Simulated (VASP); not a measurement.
# Cd2Se3S (R-3m) in VASP: further runs, part 2 of 2

VASP 6.6.1. The steps go on from the part before.

### Step 3. Single point, PBE

This run uses another cell than the first one, of 27.61 Å³/atom.

File INCAR:

```
PREC = Accurate ; ENCUT = 520
EDIFF = 1E-6 ; ISMEAR = 0
SIGMA = 0.1 ; LREAL = False
LASPH = True ; NELM = 80
ALGO = Normal ; ISIF = 2
LWAVE = False ; LCHARG = False
GGA = PE ; NBANDS = 33
```

File KPOINTS:

```
regular mesh
0
Gamma
  3 3 3
```

File POSCAR:

```
Cd2Se3S
1.0
    3.4325641000      1.9817918100      4.0592696100
   -3.4325641000      1.9817918100      4.0592696100
    0.0000000000     -3.9635836100      4.0592696100
Cd Se S
2 3 1
Direct
    0.7280314300      0.7280314300      0.7280314300
    0.2719685700      0.2719685700      0.2719685700
    0.5000000000      0.5000000000      0.0000000000
    0.0000000000      0.5000000000      0.5000000000
    0.5000000000      0.0000000000      0.5000000000
    0.0000000000      0.0000000000      0.0000000000
```

Potentials or basis: VASP PAW PBE potentials, release 64 (Cd, Se, S).

Command:

```
> cat potpaw_PBE.64/Cd/POTCAR potpaw_PBE.64/Se/POTCAR potpaw_PBE.64/S/POTCAR > POTCAR
> mpirun -np 1 vasp_std > vasp.out
```

OUTCAR:

```text
PREC = Accurate
   ENCUT = 520
   EDIFF = 1E-6
   ISMEAR = 0
   LREAL = False
   LASPH = True
   NELM = 80
   ISIF = 2
   GGA = PE

 ion  position               nearest neighbor table
   1  0.728  0.728  0.728-   4 2.12   5 2.12   3 2.12
   2  0.272  0.272  0.272-   4 2.12   5 2.12   3 2.12
   3  0.500  0.500  0.000-   1 2.12   2 2.12
   4  0.000  0.500  0.500-   1 2.12   2 2.12
   5  0.500  0.000  0.500-   1 2.12   2 2.12
   6  0.000  0.000  0.000-

  LATTYP: Found a trigonal (rhomboedric) cell.
 ALAT       =     5.6734173869
 COS(alpha) =     0.2678874745

  Lattice vectors:

 A1 = (   3.4325641000,   1.9817918100,   4.0592696100)
 A2 = (  -3.4325641000,   1.9817918100,   4.0592696100)
 A3 = (   0.0000000000,  -3.9635836100,   4.0592696100)

Analysis of symmetry for initial positions (statically):
=====================================================================
 Subroutine PRICEL returns:
 Original cell was already a primitive cell.

 Routine SETGRP: Setting up the symmetry group for a
[... 157 lines left out ...]

 E-fermi :   1.1656     XC(G=0):  -8.6905

 val. band max:        1.0880330989   @ k =  -0.3333   0.3333   0.3333
 cond. band min:       1.1818872891   @ k =  -0.3333   0.3333   0.0000
 fundamental gap:      0.0938541902
 Fermi energy:         1.1655517189

 k-point     1 :       0.0000    0.0000    0.0000
  band No.  band energies     occupation
      1     -13.2116      2.00000
      2     -12.6871      2.00000
      3     -12.6871      2.00000
      4      -9.6276      2.00000
      5      -9.5772      2.00000
      6      -9.5772      2.00000
[... 205 lines left out ...]
     32       8.9090      0.00000
     33       9.4728      0.00000

------------------------ aborting loop because EDIFF is reached ----------------------------------------

  FORCE on cell =-STRESS in cart. coord.  units (eV):
  Direction    XX          YY          ZZ          XY          YZ          ZX
  --------------------------------------------------------------------------------------
  -------------------------------------------------------------------------------------
  Total       44.4403942     44.4403942      8.7772488      0.0000000      0.0000000      0.0000000
  in kB      429.7468012    429.7468010     84.8776134      0.0000000      0.0000001      0.0000000
  external PRESSURE =     314.7904052 kB  Pullay stress =       0.0000000 kB

 VOLUME and BASIS-vectors are now :
 -----------------------------------------------------------------------------
  energy-cutoff  :      520.00
  volume of cell :      165.68
      direct lattice vectors                 reciprocal lattice vectors
     3.432564100  1.981791810  4.059269610     0.145663704  0.084098979  0.082116579
    -3.432564100  1.981791810  4.059269610    -0.145663704  0.084098979  0.082116579
     0.000000000 -3.963583610  4.059269610     0.000000000 -0.168197957  0.082116579

 POSITION                                       TOTAL-FORCE (eV/Angst)
 -----------------------------------------------------------------------------------
      0.00000      0.00000      8.86583         0.000000      0.000000      8.317766
      0.00000      0.00000      3.31198         0.000000     -0.000000     -8.317766
      0.00000      1.98179      4.05927         0.000000     -0.000000     -0.000000
     -1.71628     -0.99090      4.05927         0.000000     -0.000000      0.000000
      1.71628     -0.99090      4.05927        -0.000000      0.000000      0.000000
      0.00000      0.00000      0.00000         0.000000      0.000000      0.000000
 -----------------------------------------------------------------------------------
    total drift:                               -0.000000      0.000000     -0.000000

  FREE ENERGIE OF THE ION-ELECTRON SYSTEM (eV)
  ---------------------------------------------------
  free  energy   TOTEN  =        -4.4343281086 eV

  energy  without entropy=       -4.3829386689  energy(sigma->0) =       -4.40863339
```

OSZICAR:

```text
N       E                     dE             d eps       ncg     rms          rms(c)
DAV:   1     0.335508325191E+03    0.33551E+03   -0.21773E+04   396   0.127E+03
DAV:   2     0.139254720357E+02   -0.32158E+03   -0.30721E+03   477   0.301E+02
DAV:   3    -0.596079885830E+01   -0.19886E+02   -0.19546E+02   454   0.734E+01
DAV:   4    -0.618895178544E+01   -0.22815E+00   -0.22791E+00   496   0.817E+00
DAV:   5    -0.619201090822E+01   -0.30591E-02   -0.30587E-02   461   0.904E-01    0.258E+01
DAV:   6    -0.476050067870E+01    0.14315E+01   -0.63450E+00   526   0.249E+01    0.234E+01
DAV:   7    -0.466173275324E+01    0.98768E-01   -0.25102E+00   485   0.768E+00    0.125E+01
DAV:   8    -0.445802262667E+01    0.20371E+00   -0.77206E-01   493   0.408E+00    0.193E+00
DAV:   9    -0.443515659777E+01    0.22866E-01   -0.83601E-02   453   0.155E+00    0.478E-01
DAV:  10    -0.443480184042E+01    0.35476E-03   -0.22930E-02   464   0.615E-01    0.296E-01
DAV:  11    -0.443428812744E+01    0.51371E-03   -0.10808E-03   446   0.164E-01    0.199E-01
DAV:  12    -0.443432196439E+01   -0.33837E-04   -0.57221E-04   424   0.857E-02    0.436E-02
DAV:  13    -0.443432884583E+01   -0.68814E-05   -0.44843E-05   479   0.334E-02    0.203E-02
DAV:  14    -0.443432810862E+01    0.73721E-06   -0.44711E-06   439   0.929E-03
   1 F= -.44343281E+01 E0= -.44086334E+01  d E =-.513894E-01
```

stdout:

```text
POSCAR found type information on POSCAR CdSeS
 POSCAR found :  3 types and       6 ions
 scaLAPACK will be used
 LDA part: xc-table for (Slater+PW92), standard interpolation
 POSCAR, INCAR and KPOINTS ok, starting setup
 FFT: planning ... GRIDC
 FFT: planning ... GRID_SOFT
 FFT: planning ... GRID
 WAVECAR not read
 entering main loop
```

It took 21 s on 1 thread of AMD EPYC 9R45 (Zen 5), shared host; peak memory 0.22 GiB.

What came out:

* Free energy: -4.4343 eV
* Pressure: 31.5 GPa
* Largest force: 8.318 eV/Å
* Band gap on the k mesh: zero (bands 24 and 25 overlap by 0.01 eV)

Forces on the atoms (eV/Å):
```
Cd   0.000  0.000  8.318
Cd   0.000  0.000 -8.318
Se   0.000  0.000  0.000
Se   0.000  0.000  0.000
Se   0.000  0.000  0.000
S    0.000  0.000  0.000
```

Stress tensor (GPa, compression positive):
```
42.97  0.00  0.00
 0.00 42.97  0.00
 0.00  0.00  8.49
```

Levels at points of the mesh, in eV from the Fermi level:
| k point | band 22 | band 23 | band 24 | band 25 | band 26 | band 27 |
| --- | --- | --- | --- | --- | --- | --- |
| (0.00, 0.00, 0.00) | -0.26 | -0.17 | -0.17 | 1.33 | 1.56 | 1.56 |

Caveat: the k points lie up to 0.39 Å⁻¹ apart; semilocal functionals underestimate gaps, so a narrow gap can read as zero; forces of over 1 eV/Å act on the atoms, so gaps and moduli don't describe the material at rest.

### Step 4. Relaxation of cell and atoms, PBE

This run uses another cell than the first one, of 27.61 Å³/atom.

File INCAR:

```
ALGO = Normal
EDIFF = 1E-7
EDIFFG = -0.04
ENCUT = 600
GGA = PE
IBRION = 2
ISIF = 3
ISMEAR = 0
LASPH = True
LCHARG = False
LREAL = False
LWAVE = False
NELM = 60
NSW = 90
PREC = Accurate
SIGMA = 0.1
```

File KPOINTS:

```
k-points
0
Gamma
  3 3 3
```

POSCAR is that of step 3.

Potentials or basis: VASP PAW PBE potentials, release 64 (Cd, Se, S).

Command:

```
> cat potpaw_PBE.64/Cd/POTCAR potpaw_PBE.64/Se/POTCAR potpaw_PBE.64/S/POTCAR > POTCAR
> mpirun -np 1 vasp_std > vasp.out
```

OUTCAR:

```text
EDIFF = 1E-7
   EDIFFG = -0.04
   ENCUT = 600
   GGA = PE
   IBRION = 2
   ISIF = 3
   ISMEAR = 0
   LASPH = True
   LREAL = False
   NELM = 60
   NSW = 90
   PREC = Accurate

 ion  position               nearest neighbor table
   1  0.728  0.728  0.728-   4 2.12   5 2.12   3 2.12
   2  0.272  0.272  0.272-   4 2.12   5 2.12   3 2.12
   3  0.500  0.500  0.000-   1 2.12   2 2.12
   4  0.000  0.500  0.500-   1 2.12   2 2.12
   5  0.500  0.000  0.500-   1 2.12   2 2.12
   6  0.000  0.000  0.000-

  LATTYP: Found a trigonal (rhomboedric) cell.
 ALAT       =     5.6734173869
 COS(alpha) =     0.2678874745

  Lattice vectors:

 A1 = (   3.4325641000,   1.9817918100,   4.0592696100)
 A2 = (  -3.4325641000,   1.9817918100,   4.0592696100)
 A3 = (   0.0000000000,  -3.9635836100,   4.0592696100)

Analysis of symmetry for initial positions (statically):
[... 472 lines left out ...]
     27       2.9837      0.00000
     28       6.0921      0.00000

[... ionic steps 4 to 15 ...]

--------------------------------------- Ionic step       16  -------------------------------------------

 number of electron      48.0000006 magnetization

------------------------ aborting loop because EDIFF is reached ----------------------------------------
[... 75 lines left out ...]
--------------------------------------- Ionic step       18  -------------------------------------------

 number of electron      48.0000006 magnetization

 Free energy of the ion-electron system (eV)
  ---------------------------------------------------
  ext. energy  EPLUGINS =         0.00000000
  ---------------------------------------------------
  free energy    TOTEN  =       -13.07563296 eV

  energy without entropy =      -13.01995001  energy(sigma->0) =      -13.04779148

 E-fermi :  -0.5016     XC(G=0):  -7.9994

 val. band max:       -0.5041325376   @ k =  -0.3333   0.3333   0.3333
 cond. band min:      -0.4010121227   @ k =   0.3333   0.3333   0.3333
 fundamental gap:      0.1031204149
 Fermi energy:        -0.5015502148

 k-point     1 :       0.0000    0.0000    0.0000
  band No.  band energies     occupation
      1     -12.5808      2.00000
      2     -12.1297      2.00000
      3     -12.1297      2.00000
      4     -11.8807      2.00000
      5      -8.5731      2.00000
      6      -8.5033      2.00000
[... 208 lines left out ...]
  FREE ENERGIE OF THE ION-ELECTRON SYSTEM (eV)
  ---------------------------------------------------
  free  energy   TOTEN  =       -13.0756329558 eV

  energy  without entropy=      -13.0199500117  energy(sigma->0) =      -13.04779148

 reached required accuracy - stopping structural energy minimisation
```

It took 8 min on 1 thread of AMD EPYC 9R45 (Zen 5), shared host; peak memory 0.33 GiB.

Results:

- Free energy: -13.0756 eV
- Relaxed volume: 33.71 Å³/atom
- Relaxed cell: a = 5.870 Å, b = 5.870 Å, c = 5.870 Å, α = 89.71°, β = 89.71°, γ = 89.71°
- Space group after relaxing (to 0.1 Å): R-3m (No. 166)
- Pressure after relaxing: 0.0 GPa
- Largest force after relaxing: 0.036 eV/Å
- Band gap on the k mesh: zero (bands 24 and 25 overlap by 0.56 eV)

Forces on the atoms (eV/Å):
```
Cd   0.000  0.000  0.036
Cd   0.000  0.000 -0.036
Se   0.000  0.000  0.000
Se   0.000  0.000  0.000
Se   0.000  0.000  0.000
S    0.000  0.000  0.000
```

Stress tensor (GPa, compression positive):
```
 0.05  0.00  0.00
 0.00  0.05  0.00
 0.00  0.00 -0.04
```

Final structure:
```
Cd Se S
1.0
     4.14019    2.39034    3.40630
    -4.14019    2.39034    3.40630
     0.00000   -4.78068    3.40630
Cd Se S
2 3 1
Direct
  0.76296 0.76296 0.76296
  0.23704 0.23704 0.23704
  0.50000 0.50000 0.00000
  0.00000 0.50000 0.50000
  0.50000 0.00000 0.50000
  0.00000 0.00000 0.00000
```

Caveat: the k points lie up to 0.36 Å⁻¹ apart in the final cell, too coarse for converged energies and pressures of a metal; the volume moved by over 15 % at a fixed basis, so the end points are rough; semilocal functionals underestimate gaps, so a narrow gap can read as zero.

### Step 5. Single point, PBE

This run uses another cell than the first one, of 25.49 Å³/atom.

File INCAR:

```
SYSTEM = Cd2Se3S
PREC = Accurate
ENCUT = 520
EDIFF = 1E-6
ISMEAR = 0
SIGMA = 0.1
LREAL = .FALSE.
LASPH = .TRUE.
NELM = 60
ALGO = Normal
ISIF = 2
LWAVE = .FALSE.
LCHARG = .TRUE.
GGA = PE
LELF = .TRUE.
LVHAR = .TRUE.
NBANDS = 33
```

File KPOINTS:

```
Automatic mesh
0
G
  6 6 6
  0 0 0
```

File POSCAR:

```
Cd2Se3S
1.0
    3.0723208374      1.7738052625      4.6776837488
   -3.0723208374      1.7738052625      4.6776837488
    0.0000000000     -3.5476105250      4.6776837488
Cd Se S
2 3 1
Direct
    0.8209389854      0.8209389854      0.8209389854
    0.1790610146      0.1790610146      0.1790610146
    0.5000000000      0.5000000000      0.0000000000
    0.0000000000      0.5000000000      0.5000000000
    0.5000000000      0.0000000000      0.5000000000
    0.0000000000      0.0000000000      0.0000000000
```

Command:

```
> cat potpaw_PBE.64/Cd/POTCAR potpaw_PBE.64/Se/POTCAR potpaw_PBE.64/S/POTCAR > POTCAR
> mpirun -np 1 vasp_std > vasp.out
```

Run time: 96 s. Hardware: 1 thread of AMD EPYC 9R45 (Zen 5), shared host; peak memory 0.37 GiB.

It converged, with:

* Free energy: -14.5191 eV
* Pressure: 0.2 GPa
* Band gap on the k mesh: zero (bands 24 and 25 overlap by 1.10 eV)

Stress tensor (GPa, compression positive):
```
0.06 0.00 0.00
0.00 0.06 0.00
0.00 0.00 0.39
```

Levels at points of the mesh, in eV from the Fermi level:
```
           k point  band 20  band 21  band 22  band 23  band 24  band 25  band 26  band 27  band 28  band 29
(0.00, 0.00, 0.00)    -2.43    -1.79    -1.79     0.00     0.00     0.64     1.45     1.45     2.25     2.25
(0.50, 0.00, 0.00)    -2.59    -2.09    -1.80    -1.75    -1.74     0.23     0.79     0.92     1.37     3.59
(0.50, 0.50, 0.00)    -2.21    -1.93    -1.84    -1.55    -1.23     0.91     1.36     1.52     2.25     2.54
(0.50, 0.50, 0.50)    -1.62    -1.62     0.23     0.23     0.38     0.70     2.18     2.18     3.23     4.25
```

### Step 6. Relaxation of cell and atoms, PBE

File INCAR:

```
ALGO     = Normal         # electronic algorithm
EDIFF    = 1E-7           # SCF threshold, eV
EDIFFG   = -0.01          # ionic threshold
ENCUT    = 600            # plane-wave cutoff, eV
GGA      = PE             # functional
IBRION   = 2              # ionic algorithm
ISIF     = 3              # what is computed and relaxed
ISMEAR   = 0              # smearing method
LASPH    = True           # aspherical terms in the spheres
LCHARG   = False          # write CHGCAR
LREAL    = False          # projectors in reciprocal space
LWAVE    = False          # write WAVECAR
NELM     = 100            # most SCF steps
NSW      = 100            # ionic steps
PREC     = Accurate       # precision mode
SIGMA    = 0.1            # smearing width, eV
```

File KPOINTS:

```
k-points
0
Gamma
  6 6 6
```

File POSCAR:

```
Cd2Se3S
1.0
    3.2320477575      1.8660236428      4.4228568462
   -3.2320477575      1.8660236428      4.4228568462
    0.0000000000     -3.7320472856      4.4228568462
Cd Se S
2 3 1
Direct
    0.8161493257      0.8161493257      0.8161493257
    0.1838506743      0.1838506743      0.1838506743
    0.5000000000      0.5000000000      0.0000000000
    0.0000000000      0.5000000000      0.5000000000
    0.5000000000      0.0000000000      0.5000000000
    0.0000000000      0.0000000000      0.0000000000
```

Potentials or basis: VASP PAW PBE potentials, release 64 (Cd, Se, S).

Command:

```
> cat potpaw_PBE.64/Cd/POTCAR potpaw_PBE.64/Se/POTCAR potpaw_PBE.64/S/POTCAR > POTCAR
> mpirun -np 1 vasp_std > vasp.out
```

Run time: 17 min. Hardware: 1 thread of AMD EPYC 9R45 (Zen 5), shared host; peak memory 0.41 GiB.

The run converged. Its results:

| Quantity | Value |
| --- | --- |
| Free energy | -14.5208 eV |
| Relaxed volume | 25.54 Å³/atom |
| Relaxed cell | a = 5.882 Å, b = 5.882 Å, c = 5.882 Å, α = 62.91°, β = 62.91°, γ = 62.91° |
| Space group after relaxing (to 0.1 Å) | R-3m (No. 166) |
| Energy gained by relaxing | 8.3 meV/atom |
| Ionic steps | 16 |
| Pressure after relaxing | 0.0 GPa |
| Largest force after relaxing | 0.009 eV/Å |
| Band gap on the k mesh | zero (bands 24 and 25 overlap by 1.13 eV) |

Forces on the atoms (eV/Å):
```
Cd   0.000  0.000 -0.009
Cd   0.000  0.000  0.009
Se   0.000  0.000  0.000
Se   0.000  0.000  0.000
Se   0.000  0.000  0.000
S    0.000  0.000  0.000
```

Step by step:
| step | energy change (eV) | largest force (eV/Å) | pressure (GPa) | volume (Å³) |
| --- | --- | --- | --- | --- |
| 1 | 0.0000 | 0.0386 | 0.08 | 160.05 |
| 2 | -0.0094 | 0.0926 | -0.25 | 160.34 |
| 3 | -0.0120 | 0.1353 | -0.53 | 160.60 |
| 4 | -0.0196 | 0.1269 | -0.15 | 158.53 |
| 5 | -0.0245 | 0.1039 | 0.69 | 154.46 |
| 6 | -0.0272 | 0.0863 | 0.70 | 154.01 |
| 7 | -0.0329 | 0.0334 | 0.79 | 152.63 |
| 8 | -0.0374 | 0.0796 | 1.10 | 149.79 |
| 9 | -0.0373 | 0.0244 | 0.93 | 151.20 |
| 10 | -0.0385 | 0.0512 | 1.01 | 150.52 |
| 11 | -0.0472 | 0.0617 | 0.43 | 151.69 |
| 12 | -0.0480 | 0.0659 | 0.20 | 152.19 |
| 13 | -0.0486 | 0.0549 | 0.15 | 152.43 |
| 14 | -0.0496 | 0.0219 | 0.01 | 153.13 |
| 15 | -0.0496 | 0.0175 | -0.01 | 153.23 |
| 16 | -0.0496 | 0.0088 | 0.00 | 153.21 |

Final structure:
```
CELL_PARAMETERS angstrom
3.06951 1.77218 4.69426
-3.06951 1.77218 4.69426
0.00000 -3.54437 4.69426
ATOMIC_POSITIONS crystal
Cd 0.82113 0.82113 0.82113
Cd 0.17887 0.17887 0.17887
Se 0.50000 0.50000 0.00000
Se 0.00000 0.50000 0.50000
Se 0.50000 0.00000 0.50000
S 0.00000 0.00000 0.00000
```

Levels at points of the mesh, in eV from the Fermi level:
```tsv
k point	band 20	band 21	band 22	band 23	band 24	band 25	band 26	band 27	band 28
(0.00, 0.00, 0.00)	-2.47	-1.78	-1.78	0.01	0.01	0.65	1.45	1.45	2.26
(0.50, 0.00, 0.00)	-2.58	-2.10	-1.81	-1.76	-1.75	0.18	0.80	0.88	1.38
(0.50, 0.50, 0.00)	-2.22	-1.93	-1.84	-1.56	-1.24	0.91	1.37	1.48	2.19
(0.50, 0.50, 0.50)	-1.63	-1.63	0.23	0.23	0.36	0.70	2.20	2.20	3.15
```

### Step 7. Overview

| task | cell | k mesh | cutoff (eV) | gap on the mesh (eV) | pressure (GPa) | relaxed volume (Å³/atom) | largest force (eV/Å) |
| --- | --- | --- | --- | --- | --- | --- | --- |
| single point | a = 5.787 Å, angles 67.9°, 6 atoms, atomic positions A | 3 × 3 × 3 | 520 | none | 0.2 | - | 0.01 |
| single point | a = 5.673 Å, angles 74.5°, 6 atoms, atomic positions B | 3 × 3 × 3 | 520 | none | 31.5 | - | 8.32 |
| relaxation of cell and atoms | relaxed from a = 5.673 Å, angles 74.5°, 6 atoms, atomic positions B | 3 × 3 × 3 | 600 | none | 0.0 | 33.71 | 0.04 |
| single point | a = 5.871 Å, angles 63.1°, 6 atoms, atomic positions C | 6 × 6 × 6 | 520 | none | 0.2 | - | - |
| relaxation of cell and atoms | relaxed from a = 5.787 Å, angles 67.9°, 6 atoms, atomic positions A | 6 × 6 × 6 | 600 | none | 0.0 | 25.54 | 0.01 |

Alike in all rows: level PBE; potentials or basis VASP PAW PBE potentials, release 64 (Cd, Se, S); no spin polarisation; smearing gaussian 0.1 eV.

Caveats: some runs use coarse meshes; semilocal functionals underestimate gaps, so a narrow gap can read as zero (at least some runs); forces of over 1 eV/Å act on the atoms, so gaps and moduli don't describe the material at rest (at least some runs); the volume moved by over 15 % at a fixed basis, so the end points are rough (at least some runs).

Total energies depend on the potentials used, so only differences within one code and one set of settings carry meaning.
